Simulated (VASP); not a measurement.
Set up this calculation in VASP 6.6.1, as the native input.

```
Task                   : single point
Functional             : PBE
Potentials or basis    : VASP PAW PBE potentials, release 64 (Hg_sv_GW, H)
Cutoff                 : 550 eV
k mesh                 : 6 × 6 × 2
Occupations            : gaussian, width 0.02 eV
Spin                   : no spin polarisation
Dipole correction      : no
Further INCAR settings : ALGO = Normal; EDIFF = 1e-06; NBANDS = 52
```

The structure of HgH lies in POSCAR:

```
HgH
1.0
    3.7314396799      0.0000000000      0.0000000000
   -1.8657198399      3.2315215555      0.0000000000
    0.0000000000      0.0000000000     17.2856927272
Hg H
4 4
Direct
    0.0000000000      0.0000000000      0.0000000000
    0.3333333333      0.6666666667      0.2500000000
    0.0000000000      0.0000000000      0.5000000000
    0.6666666667      0.3333333333      0.7500000000
    0.0000000000      0.0000000000      0.0959535142
    0.0000000000      0.0000000000      0.9040464858
    0.0000000000      0.0000000000      0.5959535142
    0.0000000000      0.0000000000      0.4040464858
```

These files were run (other wordings do the same):

INCAR

```
  PREC = Accurate
  ENCUT = 550
  EDIFF = 1E-6
  ISMEAR = 0
  SIGMA = 0.02
  LREAL = F
  LASPH = T
  NELM = 120
  ALGO = Normal
  ISIF = 2
  LWAVE = F
  LCHARG = F
  GGA = PE
  NBANDS = 52
  GGA_COMPAT = F
```

KPOINTS

```
Automatic mesh
0
Gamma
  6 6 2
```

Potentials or basis: VASP PAW PBE potentials, release 64 (Hg_sv_GW, H).

Run with:

```bash
$ cat potpaw_PBE.64/Hg_sv_GW/POTCAR potpaw_PBE.64/H/POTCAR > POTCAR
$ mpirun -np 1 vasp_std > vasp.out
```

Results of the run:

```
Pressure               : -0.2 GPa
Band gap on the k mesh : 0.94 eV (least direct gap 1.29 eV)
```

Caveat: spin-orbit coupling is left out, which moves the levels of the heavy elements.

Wall time 3 min on 1 thread of Intel(R) Xeon(R) 6975P-C (Granite Rapids) (shared host), peak memory 0.42 GiB.
